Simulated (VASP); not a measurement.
# CsSnI3: single point with PBE

CsSnI3:

```
Cs Sn I
1.0
     6.24140    0.00000    0.00000
     0.00000    6.24140    0.00000
     0.00000    0.00000    6.24140
Cs Sn I
1 1 3
Direct
  0.00000 0.00000 0.00000
  0.50000 0.50000 0.50000
  0.00000 0.50000 0.50000
  0.50000 0.00000 0.50000
  0.50000 0.50000 0.00000
```

```json
{
  "Program": "VASP 6.6.1",
  "Task": "single point",
  "Functional": "PBE",
  "Potentials or basis": "VASP PAW PBE potentials, release 64 (Cs_sv, Sn_d, I)",
  "Cutoff": "520 eV",
  "k mesh": "4 × 4 × 4",
  "Occupations": "gaussian, width 0.01 eV",
  "Spin": "no spin polarisation",
  "Dipole correction": "no",
  "Further INCAR settings": "ALGO = Normal; EDIFF = 1e-07; NBANDS = 30"
}
```

```
Pressure               : 0.5 GPa
Band gap on the k mesh : 0.38 eV, direct
```

Levels at points of the mesh, in eV from the valence-band top:
```csv
k point,band 20,band 21,band 22,band 23,band 24,band 25
"(0.00, 0.00, 0.00)",-2.09,-2.09,-2.09,2.25,3.20,3.20
"(0.50, 0.00, 0.00)",-2.21,-2.21,-1.52,1.13,3.76,3.98
"(0.50, 0.50, 0.00)",-2.44,-1.68,-0.75,0.81,0.81,3.97
"(0.50, 0.50, 0.50)",-1.66,-1.66,0.00,0.38,0.38,0.38
```

Wall time 2.2 min on 1 thread of AMD EPYC 7571, with other jobs on the host, peak memory 0.32 GiB.

Caveat: spin-orbit coupling is left out, which moves the levels of the heavy elements. A k mesh can miss the band edges.
